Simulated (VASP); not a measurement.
Crystal: CsSnI3.

```xyz
5
Lattice="6.3274 0.0000 0.0000 0.0000 6.3274 0.0000 0.0000 0.0000 6.3274" Properties=species:S:1:pos:R:3 pbc="T T T"
Cs    0.0000    0.0000    0.0000
I     3.1637    3.1637    0.0000
I     3.1637    0.0000    3.1637
I     0.0000    3.1637    3.1637
Sn    3.1637    3.1637    3.1637
```

Base run:

- Program: VASP 6.6.1
- Functional: PBE
- Potentials or basis: VASP PAW PBE potentials, release 64 (Cs_sv, I, Sn_d)
- Cutoff: 520 eV
- k mesh: 5 × 5 × 5
- Occupations: fermi-dirac, width 0.05 eV
- Spin: no spin polarisation

Its results: band gap on the k mesh 1.80 eV, direct; pressure -0.4 GPa.

**Question.** The run is repeated on the same cell with these changes: functional from PBE to PBEsol; further incar settings from ALGO = Normal; EDIFF = 1e-07; NBANDS = 30 to ALGO = Normal; EDIFF = 1e-06; NBANDS = 30. What comes out?

**Answer.** Band gap on the k mesh 1.78 eV, direct; pressure -1.5 GPa.

Caveats: spin-orbit coupling is left out, which moves the levels of the heavy elements; the PAW data sets were made with another functional, which shifts forces and pressure a little (some runs).

A k mesh can miss the band edges.
